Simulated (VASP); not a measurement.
# TaN (I4mm) in VASP: further runs

Runs on TaN. Level: LDA. Tasks: single point.

Program: VASP 6.6.1. These are calculated values, not measurements. Logs are shortened: lines on timing, memory, paths and dates and some standing lists are left out, and cuts for length are marked.

**1. The cell of the first run**

Symmetry: I4mm, No. 107, tetragonal system. Conventional cell: a = 3.023 Å, b = 3.023 Å, c = 4.275 Å, α = 90.00°, β = 90.00°, γ = 90.00°. Ta (site symmetry 4mm) has 6 N at 2.01 to 2.27 Å within 2.7 Å. N (site symmetry 4mm) has 6 Ta at 2.01 to 2.27 Å within 2.7 Å.

**2. Single point, LDA**

File INCAR:

```
SYSTEM = TaN
PREC     = Accurate       ! precision mode
ENCUT    = 520            ! plane-wave cutoff, eV
EDIFF    = 1E-6           ! SCF threshold, eV
ISMEAR   = 0              ! smearing method
SIGMA    = 0.15           ! smearing width, eV
LREAL    = .FALSE.        ! projectors in reciprocal space
LASPH    = .TRUE.         ! aspherical terms in the spheres
NELM     = 60             ! most SCF steps
ALGO     = Normal         ! electronic algorithm
ISIF     = 2              ! what is computed and relaxed
LWAVE    = .FALSE.        ! write WAVECAR
LCHARG   = .FALSE.        ! write CHGCAR
NBANDS   = 15             ! bands
```

File KPOINTS:

```
regular mesh
0
G
  18 18 18
  0 0 0
```

File POSCAR:

```
TaN
1.0
    0.0000000000      2.1375325951      2.1375325951
    2.1375325951      0.0000000000      2.1375325951
    2.1375325951      2.1375325951      0.0000000000
Ta N
1 1
Direct
    0.4978278253      0.5021721747      0.5021721747
    0.0280609990     -0.0280609990     -0.0280609990
```

Potentials or basis: VASP PAW LDA potentials, release 64 (Ta_pv, N).

The run is started by

```console
$ cat potpaw_LDA.64/Ta_pv/POTCAR potpaw_LDA.64/N/POTCAR > POTCAR
$ mpirun -np 1 vasp_std > vasp.out
```

OUTCAR:

```text
SYSTEM = TaN
   PREC = Accurate
   ENCUT = 520
   EDIFF = 1E-6
   ISMEAR = 0
   LREAL = .FALSE.
   LASPH = .TRUE.
   NELM = 60
   ISIF = 2

 ion  position               nearest neighbor table
   1  0.498  0.502  0.502-   2 2.01   2 2.14   2 2.14   2 2.14   2 2.14   2 2.27
   2  0.028  0.972  0.972-   1 2.01   1 2.14   1 2.14   1 2.14   1 2.14   1 2.27

  LATTYP: Found a face centered cubic cell.
 ALAT       =     4.2750651902

  Lattice vectors:

 A1 = (   0.0000000000,   2.1375325951,   2.1375325951)
 A2 = (   2.1375325951,   0.0000000000,   2.1375325951)
 A3 = (   2.1375325951,   2.1375325951,   0.0000000000)

Analysis of symmetry for initial positions (statically):
=====================================================================
 Subroutine PRICEL returns:
 Original cell was already a primitive cell.

 Routine SETGRP: Setting up the symmetry group for a
 face centered cubic supercell.

 Subroutine GETGRP returns: Found  8 space group operations
 (whereof  8 operations were pure point group operations)
 out of a pool of 48 trial point group operations.

The static configuration has the point symmetry C_4v.

Analysis of symmetry for dynamics (positions and initial velocities):
=====================================================================
 Subroutine PRICEL returns:
 Original cell was already a primitive cell.

 Routine SETGRP: Setting up the symmetry group for a
 face centered cubic supercell.

 Subroutine GETGRP returns: Found  8 space group operations
 (whereof  8 operations were pure point group operations)
 out of a pool of 48 trial point group operations.

The dynamic configuration has the point symmetry C_4v.

 Subroutine INISYM returns: Found  8 space group operations
 (whereof  8 operations are pure point group operations),
 and found     1 'primitive' translations

----------------------------------------------------------------------------------------

                                     Primitive cell

  volume of cell :      19.5330

  direct lattice vectors                    reciprocal lattice vectors
     0.000000000  2.137532595  2.137532595    -0.233914562  0.233914562  0.233914562
     2.137532595  0.000000000  2.137532595     0.233914562 -0.233914562  0.233914562
     2.137532595  2.137532595  0.000000000     0.233914562  0.233914562 -0.233914562

  length of vectors
     3.022927586  3.022927586  3.022927586     0.405151905  0.405151905  0.405151905

  position of ions in fractional coordinates (direct lattice)
     0.497827825  0.502172175  0.502172175
     0.028060999  0.971939001  0.971939001

  ion indices of the primitive-cell ions
   primitive index   ion index
                 1           1
                 2           2

----------------------------------------------------------------------------------------
[... 82 lines left out ...]
   NUPDOWN=      -1.0000    fix difference up-down
   EMIN   =  10.00;   EMAX   =-10.00  energy-range for DOS
   EFERMI =   0.00;   METHOD = LEGACY
   ISMEAR =     0;   SIGMA  =   0.15  broadening in eV -4-tet -1-fermi 0-gaus
   EFERMI_NEDOS =   21; number of points for ismear=-14 and -15
   IALGO  =     38    algorithm
   IMIX   =      4    mixing-type and parameters
     AMIX     =   0.40;   BMIX     =  1.00
     AMIX_MAG =   1.60;   BMIX_MAG =  1.00
  volume/ion in A,a.u.               =       9.77        65.91
  Fermi-wavevector in a.u.,A,eV,Ry     =   1.531765  2.894616 31.923395  2.346303
  Thomas-Fermi vector in A             =   2.639064
   LORBIT       =      0    0 simple, 1 ext, 2 COOP (PROOUT), +10 PAW based schemes
   GGA     = CA    functional components
   LHFCALC =     F    Hartree Fock is set to
   AEXX    =    0.0000 exact exchange contribution
   IVDW    =     0    specifies the selected vdW correction
   LEPSILON=     F    determine dielectric tensor
   LRPA    =     F    only Hartree local field effects (RPA)
 non-spin polarized calculation
 Gauss-broadening in eV      SIGMA  =   0.15
  energy-cutoff  :      520.00
  volume of cell :       19.53
 maximum number of plane-waves:       544
   NGX = 11   NGY = 11   NGZ = 11

 number of electron      16.0000000 magnetization

 Free energy of the ion-electron system (eV)
  ---------------------------------------------------
  ext. energy  EPLUGINS =         0.00000000
  ---------------------------------------------------
  free energy    TOTEN  =       -23.96949740 eV

  energy without entropy =      -23.96163315  energy(sigma->0) =      -23.96556528

 E-fermi :  10.3678     XC(G=0): -14.1196

 val. band max:       10.3675613483   @ k =   0.3333   0.0000   0.0000
 cond. band min:      10.3695240124   @ k =  -0.2778   0.3333   0.1111
 fundamental gap:      0.0019626641
 Fermi energy:        10.3677684414

 k-point     1 :       0.0000    0.0000    0.0000
  band No.  band energies     occupation
      1     -24.9925      2.00000
      2     -24.9630      2.00000
      3     -24.9630      2.00000
      4      -8.9020      2.00000
      5       5.8849      2.00000
      6       5.8849      2.00000
      7       5.9861      2.00000
      8       8.0444      2.00000
      9       8.5821      2.00000
     10       8.5821      2.00000
     11      10.4447      0.46851
     12      11.0074      0.00000
     13      12.8514      0.00000
     14      19.8546      0.00000
[... 401 lines left out ...]
      2     -25.0820      2.00000
      3     -25.0801      2.00000
      4      -6.0538      2.00000
      5       0.3634      2.00000
      6       2.5885      2.00000
      7       2.7551      2.00000
      8      10.3803      0.90609
      9      11.8075      0.00000
     10      11.9942      0.00000
     11      15.7565      0.00000
     12      16.7114      0.00000
     13      18.3300      0.00000
     14      22.0197      0.00000
     15      23.2908      0.00000

 [... further k-points ...]
[... 5 lines left out ...]
  --------------------------------------------------------------------------------------
  -------------------------------------------------------------------------------------
  Total        4.3073121      2.9048013      2.9048013     -0.0000000      0.0000000     -0.0000000
  in kB      353.3041141    238.2641945    238.2641945     -0.0000000      0.0000000     -0.0000000
  external PRESSURE =     276.6108344 kB  Pullay stress =       0.0000000 kB

 VOLUME and BASIS-vectors are now :
 -----------------------------------------------------------------------------
  energy-cutoff  :      520.00
  volume of cell :       19.53
      direct lattice vectors                 reciprocal lattice vectors
     0.000000000  2.137532595  2.137532595    -0.233914562  0.233914562  0.233914562
     2.137532595  0.000000000  2.137532595     0.233914562 -0.233914562  0.233914562
     2.137532595  2.137532595  0.000000000     0.233914562  0.233914562 -0.233914562

 POSITION                                       TOTAL-FORCE (eV/Angst)
 -----------------------------------------------------------------------------------
      2.14682      2.13753      2.13753        -1.694343      0.000000      0.000000
      4.15510      2.13753      2.13753         1.694343      0.000000      0.000000
 -----------------------------------------------------------------------------------
    total drift:                               -0.000053     -0.000000     -0.000000

  FREE ENERGIE OF THE ION-ELECTRON SYSTEM (eV)
  ---------------------------------------------------
  free  energy   TOTEN  =       -23.9694974045 eV

  energy  without entropy=      -23.9616331472  energy(sigma->0) =      -23.96556528
```

OSZICAR:

```text
N       E                     dE             d eps       ncg     rms          rms(c)
DAV:   1     0.857689348413E+02    0.85769E+02   -0.86556E+03 14455   0.113E+03
DAV:   2    -0.246765298202E+02   -0.11045E+03   -0.10440E+03 17676   0.299E+02
DAV:   3    -0.270203062549E+02   -0.23438E+01   -0.23337E+01 16283   0.406E+01
DAV:   4    -0.270274760334E+02   -0.71698E-02   -0.71661E-02 18603   0.249E+00
DAV:   5    -0.270275166477E+02   -0.40614E-04   -0.40612E-04 16271   0.166E-01    0.291E+01
DAV:   6    -0.240881803772E+02    0.29393E+01   -0.59562E+00 16062   0.269E+01    0.125E+01
DAV:   7    -0.240086480460E+02    0.79532E-01   -0.41872E-01 16353   0.513E+00    0.817E+00
DAV:   8    -0.239733656879E+02    0.35282E-01   -0.10806E-01 16024   0.268E+00    0.134E+00
DAV:   9    -0.239696827732E+02    0.36829E-02   -0.10324E-02 15289   0.813E-01    0.297E-01
DAV:  10    -0.239695429012E+02    0.13987E-03   -0.62894E-04 16570   0.299E-01    0.104E-01
DAV:  11    -0.239694985076E+02    0.44394E-04   -0.10052E-04 14911   0.104E-01    0.198E-02
DAV:  12    -0.239694973971E+02    0.11106E-05   -0.57640E-06 15905   0.221E-02    0.199E-03
DAV:  13    -0.239694974045E+02   -0.74504E-08   -0.14133E-07  7312   0.355E-03
   1 F= -.23969497E+02 E0= -.23965565E+02  d E =-.786426E-02
```

It took 76 s on 1 thread of AMD EPYC 9R45 (Zen 5), shared host; peak memory 0.22 GiB.

Results:

| Item | Value |
| --- | --- |
| Free energy | -23.9695 eV |
| Pressure | 27.7 GPa |
| Largest force | 1.694 eV/Å |
| Band gap on the k mesh | zero (band 8 reaches 12.45 eV, above the bottom of band 9 at 8.40 eV) |

Forces in eV/Å, atoms in the order of the input:
```
Ta  -1.694  0.000  0.000
N    1.694  0.000  0.000
```

Stress tensor (GPa, compression positive):
```
35.33  0.00  0.00
 0.00 23.83  0.00
 0.00  0.00 23.83
```

Levels at points of the mesh, in eV from the Fermi level:
| k point | band 5 | band 6 | band 7 | band 8 | band 9 | band 10 | band 11 | band 12 |
| --- | --- | --- | --- | --- | --- | --- | --- | --- |
| (0.00, 0.00, 0.00) | -4.48 | -4.48 | -4.38 | -2.32 | -1.79 | -1.79 | 0.08 | 0.64 |
| (0.50, 0.00, 0.00) | -10.98 | -8.16 | -8.12 | 2.08 | 2.23 | 2.27 | 4.19 | 8.09 |
| (0.50, 0.50, 0.00) | -6.68 | -6.65 | -4.79 | -4.02 | 2.54 | 4.07 | 4.09 | 5.48 |
| (0.00, 0.50, 0.50) | -6.57 | -6.04 | -4.73 | -4.73 | 2.42 | 4.07 | 4.07 | 5.21 |

Caveat: spin-orbit coupling is left out, which moves the levels of the heavy elements; forces of over 1 eV/Å act on the atoms, so gaps and moduli don't describe the material at rest.

**3. Single point, LDA**

File INCAR:

```
SYSTEM = TaN
PREC     = Accurate       ! precision mode
ENCUT    = 520            ! plane-wave cutoff, eV
EDIFF    = 1E-7           ! SCF threshold, eV
ISMEAR   = 0              ! smearing method
SIGMA    = 0.15           ! smearing width, eV
LREAL    = .False.        ! projectors in reciprocal space
LASPH    = .True.         ! aspherical terms in the spheres
NELM     = 60             ! most SCF steps
ALGO     = Normal         ! electronic algorithm
ISIF     = 2              ! what is computed and relaxed
LWAVE    = .False.        ! write WAVECAR
LCHARG   = .False.        ! write CHGCAR
GGA      = CA             ! functional
NBANDS   = 15             ! bands
```

File KPOINTS:

```
Automatic mesh
0
Gamma
  18 18 18
  0 0 0
```

File POSCAR:

```
TaN
1.0
    0.0000000000      2.1375325951      2.1375325951
    2.1375325951      0.0000000000      2.1375325951
    2.1375325951      2.1375325951      0.0000000000
Ta N
1 1
Direct
    0.4967417379      0.5032582621      0.5032582621
    0.0420914985     -0.0420914985     -0.0420914985
```

Potentials or basis: VASP PAW LDA potentials, release 64 (Ta_pv, N).

The run is started by

```console
$ cat potpaw_LDA.64/Ta_pv/POTCAR potpaw_LDA.64/N/POTCAR > POTCAR
$ mpirun -np 1 vasp_std > vasp.out
```

OUTCAR:

```text
SYSTEM = TaN
   PREC = Accurate
   ENCUT = 520
   EDIFF = 1E-7
   ISMEAR = 0
   LREAL = .False.
   LASPH = .True.
   NELM = 60
   ISIF = 2
   GGA = CA

 ion  position               nearest neighbor table
   1  0.497  0.503  0.503-   2 1.94   2 2.15   2 2.15   2 2.15   2 2.15   2 2.33
   2  0.042  0.958  0.958-   1 1.94   1 2.15   1 2.15   1 2.15   1 2.15   1 2.33

  LATTYP: Found a face centered cubic cell.
 ALAT       =     4.2750651902

  Lattice vectors:

 A1 = (   0.0000000000,   2.1375325951,   2.1375325951)
 A2 = (   2.1375325951,   0.0000000000,   2.1375325951)
 A3 = (   2.1375325951,   2.1375325951,   0.0000000000)
[... 609 lines left out ...]
     12      16.6124      0.00000
     13      18.6844      0.00000
     14      22.0617      0.00000
     15      23.2632      0.00000

 [... further k-points ...]
[... 5 lines left out ...]
  --------------------------------------------------------------------------------------
  -------------------------------------------------------------------------------------
  Total        6.1295092      2.8640157      2.8640157      0.0000000      0.0000000     -0.0000000
  in kB      502.7684847    234.9187862    234.9187862      0.0000000      0.0000000     -0.0000000
  external PRESSURE =     324.2020190 kB  Pullay stress =       0.0000000 kB

 VOLUME and BASIS-vectors are now :
 -----------------------------------------------------------------------------
  energy-cutoff  :      520.00
  volume of cell :       19.53
      direct lattice vectors                 reciprocal lattice vectors
     0.000000000  2.137532595  2.137532595    -0.233914562  0.233914562  0.233914562
     2.137532595  0.000000000  2.137532595     0.233914562 -0.233914562  0.233914562
     2.137532595  2.137532595  0.000000000     0.233914562  0.233914562 -0.233914562

 POSITION                                       TOTAL-FORCE (eV/Angst)
 -----------------------------------------------------------------------------------
      2.15146      2.13753      2.13753        -2.878476      0.000000      0.000000
      4.09512      2.13753      2.13753         2.878476      0.000000      0.000000
 -----------------------------------------------------------------------------------
    total drift:                               -0.000060     -0.000000     -0.000000

  FREE ENERGIE OF THE ION-ELECTRON SYSTEM (eV)
  ---------------------------------------------------
  free  energy   TOTEN  =       -23.8236986391 eV

  energy  without entropy=      -23.8159246496  energy(sigma->0) =      -23.81981164
```

It took 81 s on 1 thread of AMD EPYC 9R45 (Zen 5), shared host; peak memory 0.22 GiB.

Results:

```yaml
Free_energy: -23.8237 eV
Pressure: 32.4 GPa
Largest_force: 2.878 eV/Å
Band_gap_on_the_k_mesh: zero (band 8 reaches 12.30 eV, above the bottom of band 9 at 8.63 eV)
```

Forces in eV/Å, atoms in the order of the input:
```
Ta  -2.878  0.000  0.000
N    2.878  0.000  0.000
```

Levels at points of the mesh, in eV from the Fermi level:
```
           k point  band 5  band 6  band 7  band 8  band 9  band 10  band 11  band 12
(0.00, 0.00, 0.00)   -4.85   -4.85   -4.72   -2.23   -1.23    -1.23     0.17     1.30
(0.50, 0.00, 0.00)  -10.88   -8.09   -8.00    1.99    2.28     2.34     4.19     7.74
(0.50, 0.50, 0.00)   -7.11   -6.62   -4.83   -3.39    2.79     4.13     4.17     5.36
(0.00, 0.50, 0.50)   -6.44   -5.97   -4.69   -4.69    2.53     4.11     4.11     4.69
```

Caveat: spin-orbit coupling is left out, which moves the levels of the heavy elements; forces of over 1 eV/Å act on the atoms, so gaps and moduli don't describe the material at rest.
